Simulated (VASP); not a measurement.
MgZn2O3, 6 atoms in the cell. The structure is trigonal, space group P-3m1 (No. 164). Conventional cell: a = 3.006 Å, b = 3.006 Å, c = 7.343 Å, α = 90.00°, β = 90.00°, γ = 120.00°. Within 2.8 Å of Mg (site symmetry -3m) lie 6 O at 2.10 Å. Within 2.8 Å of Zn (site symmetry 3m) lie 6 O at 2.13 to 2.14 Å. Within 2.8 Å of O (site symmetry 3m) lie 3 Mg at 2.10 Å and 3 Zn at 2.14 Å. Within 2.8 Å of O (site symmetry -3m) lie 6 Zn at 2.13 Å. 

```yaml
Program: VASP 6.6.1
Task: single point
Functional: HSE06
Potentials_or_basis: VASP PAW PBE potentials, release 64 (Mg, Zn, O)
Cutoff: 520 eV
k_mesh: 6 × 6 × 2
Occupations: gaussian, width 0.01 eV
Spin: no spin polarisation
Dipole_correction: no
Grid_for_exact_exchange_PRECFOCK: Fast
Further_INCAR_settings: ALGO = Normal; EDIFF = 1e-06; NBANDS = 31
Share_of_exact_exchange: 0.25
Screening_parameter: 0.2079 1/Å
```

Potentials or basis: VASP PAW PBE potentials, release 64 (Mg, Zn, O).

Command:

```bash
$ cat potpaw_PBE.64/Mg/POTCAR potpaw_PBE.64/Zn/POTCAR potpaw_PBE.64/O/POTCAR > POTCAR
$ cp INCAR.step1 INCAR
$ mpirun -np 4 vasp_std > vasp.out
$ cp INCAR.step2 INCAR
$ mpirun -np 4 vasp_std > vasp.out
```

Hardware: 4 MPI ranks on Oxide Virtual Turin-like Processor (shared host).

Estimate the wall time of this run.

Run time: 21 min on 4 MPI ranks on Oxide Virtual Turin-like Processor (shared host), peak memory 0.28 GiB a rank. Counts: k points 14.
